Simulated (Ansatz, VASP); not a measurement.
## One calculation of WSe2, two programs

```
W Se
1.0
     3.24553    0.00000    0.00000
    -1.62277    2.81071    0.00000
     0.00000    0.00000   12.79471
W Se
2 4
Direct
  0.33333 0.66667 0.25000
  0.66667 0.33333 0.75000
  0.33333 0.66667 0.62100
  0.66667 0.33333 0.12100
  0.33333 0.66667 0.87900
  0.66667 0.33333 0.37900
```

Change from the starting cell: volume scaled by 0.96, crystal datasets.

Alike in both runs: task electric field gradients; functional PBEsol; k mesh 11 × 11 × 3; occupations fermi-dirac, width 0.08 eV; no spin polarisation.

```csv
,VASP,Ansatz
version,VASP 6.6.1,Ansatz 0.2.0
potentials or method,"VASP PAW PBE potentials, release 64 (W_sv, Se), cutoff 520 eV","all-electron PAW with datasets made for the crystal, scalar-relativistic"
```

|  | VASP | Ansatz | Ansatz less VASP |
| --- | --- | --- | --- |
| pressure (GPa) | 5.4 | 5.0 | -0.47 |
| traceless stress, the component that is largest in VASP (GPa) | 1.58 | 1.46 | -0.121 |
| rms of the force components (eV/Å) | 0.305 | 0.274 | -0.0309 |
| size of Vzz on the site where it differs most (V/Å²) | 160.4 | 172.3 | +11.87 |

VASP's potentials were made for PBE, not for PBEsol. Atom by atom the forces differ by 0.031 eV/Å (rms over components). Ansatz ran all-electron here, and VASP with PAW potentials.

Spin-orbit coupling is off throughout.
